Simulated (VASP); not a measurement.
# H10C6O in VASP: a series of runs

Runs on H10C6O. Level: PBE+D3(BJ). Tasks: single point.

Everything below comes from runs of VASP 6.6.1. Logs are shortened: lines on timing, memory, paths and dates and some standing lists are left out, and cuts for length are marked.

**1. The cell of the first run**

The cell holds an amorphous packing of atoms, 34 atoms: a = 7.238 Å, b = 7.238 Å, c = 7.238 Å, α = 90.00°, β = 90.00°, γ = 90.00°.

**2. Single point, PBE+D3(BJ)**

INCAR reads:

```
SYSTEM = H10C6O
  PREC = Accurate
  ENCUT = 520
  EDIFF = 1E-6
  ISMEAR = -1
  SIGMA = 0.02
  LREAL = Auto
  LASPH = .TRUE.
  NELM = 100
  ALGO = Normal
  ISIF = 2
  LWAVE = .FALSE.
  LCHARG = .TRUE.
  GGA = PE
  IVDW = 12
  LELF = .TRUE.
  LVHAR = .TRUE.
  NBANDS = 63
```

KPOINTS reads:

```
Automatic mesh
0
G
  1 1 1
  0 0 0
```

POSCAR reads:

```
H10C6O
1.0
    7.2380700000      0.0000000000      0.0000000000
    0.0000000000      7.2380700000      0.0000000000
    0.0000000000      0.0000000000      7.2380700000
C O H
12 2 20
Direct
    0.0491014870      0.6866333152      0.2193264227
    0.1444722143      0.5081603245      0.2009375427
    0.4760385020      0.0536607134      0.4009494244
    0.6825990906      0.0576120430      0.3608834952
    0.7270860879      0.9297920578      0.8306772385
    0.6598996694      0.8143469184      0.9340335200
    0.1856710421      0.1043510218      0.8455430799
    0.0951220422      0.2402712325      0.8615556357
    0.6583246639      0.3594052006      0.7017478416
    0.7367157267      0.4414989079      0.5759546398
    0.2818430880      0.6468022553      0.5849211185
    0.2853799424      0.6598996694      0.7511256454
    0.3365123576      0.6024672323      0.1386142991
    0.7367986217      0.2171158886      0.2589640609
    0.4211896265      0.4915260560      0.1184017286
    0.1725598122      0.4248784552      0.3240919195
    0.0809469928      0.4389429779      0.0717732766
    0.1124056551      0.8146923144      0.3028293454
    0.0288612848      0.7453782569      0.0791923814
   -0.0805463335      0.6926708363      0.2873832389
    0.7960271177      0.1541433006      0.1488656506
    0.7615289711      0.0385876345      0.5009484573
    0.7425598260     -0.0657219397      0.2984911724
    0.3965145405      0.1609130611      0.3083694963
    0.4164507942     -0.0780871144      0.3950915092
    0.4829187891      0.0941963811      0.5459328246
    0.6157856998      0.7400453436      1.0529188029
    0.7263538485      1.0152844612      0.7102031343
    0.0484245110      0.3834862056      0.8196660159
    0.2332804187     -0.0332132737      0.7907632836
    0.8344627781      0.5388729316      0.5323242246
    0.5705664632      0.3036444798      0.8075080788
    0.3117543765      0.7155084159      0.8990241874
    0.2856009958      0.6984458564      0.4390811363
```

Potentials or basis: VASP PAW PBE potentials, release 64 (C, O, H).

The run is started by

```sh
cat potpaw_PBE.64/C/POTCAR potpaw_PBE.64/O/POTCAR potpaw_PBE.64/H/POTCAR > POTCAR
mpirun -np 1 vasp_gam > vasp.out
```

OUTCAR:

```text
SYSTEM = H10C6O
   PREC = Accurate
   ENCUT = 520
   EDIFF = 1E-6
   ISMEAR = -1
   LREAL = Auto
   LASPH = .TRUE.
   NELM = 100
   ISIF = 2
   GGA = PE
   IVDW = 12
 IVDW          = 12

 ion  position               nearest neighbor table
   1  0.049  0.687  0.219-  20 1.06  19 1.11  18 1.20   2 1.47
   2  0.144  0.508  0.201-  16 1.10  17 1.16   1 1.47  13 1.61
   3  0.476  0.054  0.401-  25 1.05  26 1.09  24 1.18   4 1.52
   4  0.683  0.058  0.361-  23 1.09  22 1.17  14 1.43   3 1.52
   5  0.727  0.930  0.831-  28 1.07   6 1.22
   6  0.660  0.814  0.934-  27 1.06   5 1.22
   7  0.186  0.104  0.846-  30 1.13   8 1.19
   8  0.095  0.240  0.862-  29 1.13   7 1.19
   9  0.658  0.359  0.702-  32 1.07  10 1.23
  10  0.737  0.441  0.576-  31 1.05   9 1.23
  11  0.282  0.647  0.585-  34 1.12  12 1.21
  12  0.285  0.660  0.751-  33 1.16  11 1.21
  13  0.337  0.602  0.139-  15 1.02   2 1.61
  14  0.737  0.217  0.259-  21 1.01   4 1.43
  15  0.421  0.492  0.118-  13 1.02
  16  0.173  0.425  0.324-   2 1.10
  17  0.081  0.439  0.072-   2 1.16
  18  0.112  0.815  0.303-   1 1.20
  19  0.029  0.745  0.079-   1 1.11
  20  0.919  0.693  0.287-   1 1.06
[... 12 lines left out ...]
  33  0.312  0.716  0.899-  12 1.16
  34  0.286  0.698  0.439-  11 1.12

  LATTYP: Found a simple cubic cell.
 ALAT       =     7.2380700000

  Lattice vectors:

 A1 = (   7.2380700000,   0.0000000000,   0.0000000000)
 A2 = (   0.0000000000,   7.2380700000,   0.0000000000)
 A3 = (   0.0000000000,   0.0000000000,   7.2380700000)

Analysis of symmetry for initial positions (statically):
=====================================================================
 Subroutine PRICEL returns:
 Original cell was already a primitive cell.

 Routine SETGRP: Setting up the symmetry group for a
 simple cubic supercell.

 Subroutine GETGRP returns: Found  1 space group operations
 (whereof  1 operations were pure point group operations)
 out of a pool of 48 trial point group operations.

The static configuration has the point symmetry C_1 .

Analysis of symmetry for dynamics (positions and initial velocities):
=====================================================================
 Subroutine PRICEL returns:
 Original cell was already a primitive cell.

 Routine SETGRP: Setting up the symmetry group for a
 simple cubic supercell.

 Subroutine GETGRP returns: Found  1 space group operations
 (whereof  1 operations were pure point group operations)
 out of a pool of 48 trial point group operations.

The dynamic configuration has the point symmetry C_1 .

 Subroutine INISYM returns: Found  1 space group operations
 (whereof  1 operations are pure point group operations),
 and found     1 'primitive' translations

----------------------------------------------------------------------------------------

                                     Primitive cell

  volume of cell :     379.2000

  direct lattice vectors                    reciprocal lattice vectors
     7.238070000  0.000000000  0.000000000     0.138158376  0.000000000  0.000000000
     0.000000000  7.238070000  0.000000000     0.000000000  0.138158376  0.000000000
     0.000000000  0.000000000  7.238070000     0.000000000  0.000000000  0.138158376

  length of vectors
     7.238070000  7.238070000  7.238070000     0.138158376  0.138158376  0.138158376

  position of ions in fractional coordinates (direct lattice)
     0.049101487  0.686633315  0.219326423
     0.144472214  0.508160324  0.200937543
     0.476038502  0.053660713  0.400949424
     0.682599091  0.057612043  0.360883495
     0.727086088  0.929792058  0.830677239
     0.659899669  0.814346918  0.934033520
[... 26 lines left out ...]
     0.311754376  0.715508416  0.899024187
     0.285600996  0.698445856  0.439081136

  ion indices of the primitive-cell ions
   primitive index   ion index
                 1           1
                 2           2
                 3           3
                 4           4
                 5           5
                 6           6
[... 26 lines left out ...]
                33          33
                34          34

----------------------------------------------------------------------------------------

 KPOINTS: Automatic mesh

Automatic generation of k-mesh.
 Grid dimensions read from file:
 generate k-points for:    1    1    1

 Generating k-lattice:

  Cartesian coordinates                     Fractional coordinates (reciprocal lattice)
     0.138158376  0.000000000  0.000000000     1.000000000  0.000000000  0.000000000
     0.000000000  0.138158376  0.000000000     0.000000000  1.000000000  0.000000000
     0.000000000  0.000000000  0.138158376     0.000000000  0.000000000  1.000000000

  Length of vectors
     0.138158376  0.138158376  0.138158376

  Shift w.r.t. Gamma in fractional coordinates (k-lattice)
     0.000000000  0.000000000  0.000000000

 Subroutine IBZKPT returns following result:
 ===========================================

 Found      1 irreducible k-points:

 Following reciprocal coordinates:
            Coordinates               Weight
  0.000000  0.000000  0.000000      1.000000
   k-points           NKPTS =      1   k-points in BZ     NKDIM =      1   number of bands    NBANDS=     63
   number of dos      NEDOS =    301   number of ions     NIONS =     34
   total plane-waves  NPLWV = 157464
   dimension x,y,z NGX =    54 NGY =   54 NGZ =   54
   dimension x,y,z NGXF=   108 NGYF=  108 NGZF=  108
   ions per type =              12   2  20
   NGX,Y,Z   is equivalent  to a cutoff of  12.40, 12.40, 12.40 a.u.
   NGXF,Y,Z  is equivalent  to a cutoff of  24.81, 24.81, 24.81 a.u.
 SYSTEM =  H10C6O
   PREC   = accura    normal or accurate (medium, high low for compatibility)
   ISTART =      0    job   : 0-new  1-cont  2-samecut
   ICHARG =      2    charge: 1-file 2-atom 10-const
   ISPIN  =      1    spin polarized calculation?
   LNONCOLLINEAR =      F non collinear calculations
   LSORBIT =      F    spin-orbit coupling
   LASPH  =      T    aspherical Exc in radial PAW
   ENCUT  =  520.0 eV  38.22 Ry    6.18 a.u.  13.46 13.46 13.46*2*pi/ulx,y,z
   NELM   =    100;   NELMIN=  2; NELMDL= -5     # of ELM steps
   EDIFF  = 0.1E-05   stopping-criterion for ELM
   LREAL  =      T    real-space projection
   EDIFFG = 0.1E-04   stopping-criterion for IOM
   NSW    =      0    number of steps for IOM
   IBRION =     -1    ionic relax: 0-MD 1-quasi-New 2-CG
   NFREE  =      0    steps in history (QN), initial steepest desc. (CG)
   ISIF   =      2    stress and relaxation
   ISYM   =      2    0-nonsym 1-usesym 2-fastsym
   POTIM  = 0.5000    time-step for ionic-motion
   TEBEG  =    0.0;   TEEND  =   0.0 temperature during run
   PSTRESS=    0.0 pullay stress
   NELECT =      80.0000    total number of electrons
   NUPDOWN=      -1.0000    fix difference up-down
   EMIN   =  10.00;   EMAX   =-10.00  energy-range for DOS
   EFERMI =   0.00;   METHOD = LEGACY
   ISMEAR =    -1;   SIGMA  =   0.02  broadening in eV -4-tet -1-fermi 0-gaus
   EFERMI_NEDOS =   21; number of points for ismear=-14 and -15
   IALGO  =     38    algorithm
   IMIX   =      4    mixing-type and parameters
     AMIX     =   0.40;   BMIX     =  1.00
     AMIX_MAG =   1.60;   BMIX_MAG =  1.00
  volume/ion in A,a.u.               =      11.15        75.26
  Fermi-wavevector in a.u.,A,eV,Ry     =   0.974575  1.841680 12.922772  0.949797
  Thomas-Fermi vector in A             =   2.105046
   LORBIT       =      0    0 simple, 1 ext, 2 COOP (PROOUT), +10 PAW based schemes
   GGA     = PE    functional components
   LHFCALC =     F    Hartree Fock is set to
   AEXX    =    0.0000 exact exchange contribution
   IVDW    =    12    specifies the selected vdW correction
   LEPSILON=     F    determine dielectric tensor
   LRPA    =     F    only Hartree local field effects (RPA)
 non-spin polarized calculation
  energy-cutoff  :      520.00
  volume of cell :      379.20
 maximum number of plane-waves:      5126
 NGX is ok and might be reduce to    54
   NGX = 27   NGY = 27   NGZ = 27

 number of electron      79.9999998 magnetization

 Free energy of the ion-electron system (eV)
  ---------------------------------------------------
  ext. energy  EPLUGINS =         0.00000000
  ---------------------------------------------------
  free energy    TOTEN  =      -182.19486733 eV

  energy without entropy =     -182.19486733  energy(sigma->0) =     -182.19486733

 E-fermi :  -2.2134     XC(G=0):  -6.9416

 val. band max:       -2.7883336496   @ k =   0.0000   0.0000   0.0000
 cond. band min:       1.9536841767   @ k =   0.0000   0.0000   0.0000
 fundamental gap:      4.7420178263
 Fermi energy:        -2.2134232479

 k-point     1 :       0.0000    0.0000    0.0000
  band No.  band energies     occupation
      1     -21.9937      2.00000
      2     -21.3421      2.00000
      3     -15.6178      2.00000
      4     -15.2828      2.00000
      5     -15.1492      2.00000
      6     -14.9797      2.00000
[... 44 lines left out ...]
     51       4.4043      0.00000
     52       4.6469      0.00000
 [bands above 52 left out]

------------------------ aborting loop because EDIFF is reached ----------------------------------------

 Edisp (eV)   -1.68716

 E8    (eV) :    -0.3995

  FORCE on cell =-STRESS in cart. coord.  units (eV):
  Direction    XX          YY          ZZ          XY          YZ          ZX
  --------------------------------------------------------------------------------------
  -------------------------------------------------------------------------------------
  Total       0.46661    -2.93496    -3.34964    -0.97269     0.89409    -3.29104
  in kB       1.97151   -12.40066   -14.15274    -4.10977     3.77766   -13.90514
  external pressure =       -8.19 kB  Pullay stress =        0.00 kB

 VOLUME and BASIS-vectors are now :
 -----------------------------------------------------------------------------
  energy-cutoff  :      520.00
  volume of cell :      379.20
      direct lattice vectors                 reciprocal lattice vectors
     7.238070000  0.000000000  0.000000000     0.138158376  0.000000000  0.000000000
     0.000000000  7.238070000  0.000000000     0.000000000  0.138158376  0.000000000
     0.000000000  0.000000000  7.238070000     0.000000000  0.000000000  0.138158376

 POSITION                                       TOTAL-FORCE (eV/Angst)
 -----------------------------------------------------------------------------------
      0.35540      4.96990      1.58750        -0.234195      3.497610      0.659507
      1.04570      3.67810      1.45440         1.760907      1.679384     -2.026582
      3.44560      0.38840      2.90210         0.569453      2.621966     -0.457213
      4.94070      0.41700      2.61210         1.013408     -1.022479      1.424133
      5.26270      6.72990      6.01250        -1.159148     -0.972057      0.374227
      4.77640      5.89430      6.76060         0.790201      1.054736     -0.068609
[... 26 lines left out ...]
      2.25650      5.17890      6.50720        -0.560728     -1.696767     -1.770129
      2.06720      5.05540      3.17810         0.035362     -1.297328      1.203605
 -----------------------------------------------------------------------------------
    total drift:                               -0.015242      0.017872     -0.033691

  FREE ENERGIE OF THE ION-ELECTRON SYSTEM (eV)
  ---------------------------------------------------
  free  energy   TOTEN  =      -183.8820250521 eV

  energy  without entropy=     -183.8820250521  energy(sigma->0) =     -183.88202505
```

It used 42 s of CPU time on 1 thread of AMD EPYC 7R13 Processor (Zen 3) (shared host).

Results:

- Free energy: -183.8820 eV
- Pressure: -0.8 GPa
- Largest force: 4.645 eV/Å
- Band gap on the k mesh: 4.74 eV
- Dispersion energy per atom: -0.050 eV

Forces in eV/Å, atoms in the order of the input:
```
C   -0.234  3.498  0.660
C    1.761  1.679 -2.027
C    0.569  2.622 -0.457
C    1.013 -1.022  1.424
C   -1.159 -0.972  0.374
C    0.790  1.055 -0.069
C    1.557 -4.050 -1.176
C   -1.628  4.233 -1.006
C    0.256  0.888 -0.977
C   -0.836 -0.914  2.407
C    0.086  1.147 -1.918
C    0.367  1.446  2.502
O   -0.005 -3.333  0.668
O    1.018 -1.138 -1.534
H   -0.850  1.359  0.225
H   -0.195 -0.145 -0.182
H    1.001  0.127  1.848
H    0.003 -2.044 -1.157
H   -0.067 -0.099  0.280
H   -1.502 -0.748  0.299
H   -0.515  1.304  0.909
H   -0.619  1.123 -1.504
H   -0.487 -0.346 -0.826
H    0.967 -1.402  1.284
H   -0.619 -1.461 -0.363
H   -1.259  0.418  0.167
H   -0.100 -0.384  0.154
H    0.608  0.248  0.064
H    0.245 -1.675  0.746
H   -0.222  1.308  0.936
H    0.611  0.492 -1.011
H   -0.030 -0.221 -0.177
H   -0.561 -1.697 -1.770
H    0.035 -1.297  1.204
```

Caveat: the k points lie up to 0.87 Å⁻¹ apart.

**3. Single point, PBE+D3(BJ)**

INCAR reads:

```
PREC = Accurate ; ENCUT = 520
EDIFF = 1E-6 ; ISMEAR = -1
SIGMA = 0.02 ; LREAL = Auto
LASPH = T ; NELM = 60
ALGO = Normal ; ISIF = 2
LWAVE = F ; LCHARG = F
GGA = PE ; IVDW = 12
NBANDS = 63
```

KPOINTS reads:

```
regular mesh
0
Gamma
  1 1 1
```

POSCAR reads:

```
H10C6O
1.0
    7.2380700000      0.0000000000      0.0000000000
    0.0000000000      7.2380700000      0.0000000000
    0.0000000000      0.0000000000      7.2380700000
C O H
12 2 20
Direct
    0.0798140941      0.7571217189      0.1748808729
    0.1191063364      0.5631197267      0.2347172658
    0.4687851872      0.0280185187      0.3243129729
    0.6736878754      0.0329231411      0.3431992230
    0.6898524054      0.9369348459      0.8981399738
    0.6169462301      0.7979889667      0.9453072435
    0.2021809681      0.0966970477      0.7545243414
    0.1504821037      0.2481324441      0.8024514822
    0.5917875898      0.3543347881      0.7519684115
    0.7006702063      0.4490976186      0.6646523175
    0.4056329933      0.6668766674      0.6068468528
    0.2959214266      0.6838148844      0.7369367801
    0.3055510654      0.5608815610      0.1960881837
    0.7649829305      0.1851598561      0.2366376672
    0.3692835245      0.4727503326      0.2750042484
    0.0970286278      0.5559078594      0.3782085556
    0.0673798402      0.4607996331      0.1371221886
    0.1190096255      0.8562641699      0.2857667859
    0.1751157422      0.7868395857      0.0625028495
   -0.0674489194      0.7386084965      0.1521814517
    0.7029636353      0.1400925937      0.1132069737
    0.7476302384      0.0295658926      0.4868010395
    0.7274452996     -0.0885457035      0.2718680532
    0.3910296529      0.1393050910      0.4213277849
    0.4029665367      0.0323290601      0.1641597829
    0.3974540174     -0.0998608745      0.3885289863
    0.5901435051      0.6512924025      0.9798744693
    0.7549940799      1.0660852962      0.8549102178
    0.1506617095      0.3858210821      0.8342417247
    0.2335705513     -0.0578883597      0.7606585733
    0.7801665361      0.5411110973      0.5900744259
    0.4866076178      0.2550403630      0.7219465963
    0.2400363633      0.6200686094      0.8504891497
    0.4855990616      0.6136304291      0.5005892455
```

Potentials or basis: VASP PAW PBE potentials, release 64 (C, O, H).

The run is started by

```sh
cat potpaw_PBE.64/C/POTCAR potpaw_PBE.64/O/POTCAR potpaw_PBE.64/H/POTCAR > POTCAR
mpirun -np 1 vasp_gam > vasp.out
```

It used 39 s of CPU time on 1 thread of AMD EPYC 7R13 Processor (Zen 3), on a shared host.

It converged, with:

* Free energy: -183.1283 eV
* Pressure: 1.5 GPa
* Largest force: 4.240 eV/Å
* Band gap on the k mesh: 3.56 eV
* Dispersion energy per atom: -0.050 eV

Forces in eV/Å, atoms in the order of the input:
```
C   -1.033 -0.049  1.016
C    0.740  1.110 -1.694
C   -3.914  0.853  0.553
C    2.334 -0.048  0.581
C    1.517  3.043 -1.040
C   -0.584 -3.655  0.951
C   -0.048 -2.282  0.714
C    0.396 -1.336 -0.530
C    0.832  0.055 -1.541
C   -0.685 -1.245  1.271
C   -2.736  0.225  2.581
C    2.191 -0.240 -3.621
O    4.037 -1.060  0.418
O   -2.445 -1.568 -1.552
H    0.112 -0.382 -0.258
H   -0.803 -0.988  1.551
H   -1.408 -0.463  0.625
H   -0.599 -0.304 -0.278
H   -0.678  0.266 -0.623
H   -0.471  1.568 -0.704
H    1.534  1.520  1.664
H   -1.500  0.339 -1.408
H    0.057 -0.594  0.156
H    1.152 -1.035 -1.769
H    1.568  0.178  2.927
H    1.173  0.832 -0.767
H   -0.201  1.314 -0.137
H   -0.333 -0.659  0.068
H   -0.482  1.815  0.374
H   -0.298  1.803 -0.611
H    1.271  1.091 -0.538
H   -0.543 -0.372  0.991
H   -0.925 -0.029  1.938
H    0.770  0.299 -1.307
```

Stress tensor (GPa, compression positive):
```
 2.84 -1.41 -1.26
-1.41  2.76 -1.34
-1.26 -1.34 -1.19
```

Levels at points of the mesh, in eV from the valence-band top:
```
           k point  band 37  band 38  band 39  band 40  band 41  band 42  band 43  band 44
(0.00, 0.00, 0.00)    -0.87    -0.59    -0.32     0.00     3.56     3.93     4.49     4.92
```

Caveat: the k points lie up to 0.87 Å⁻¹ apart.
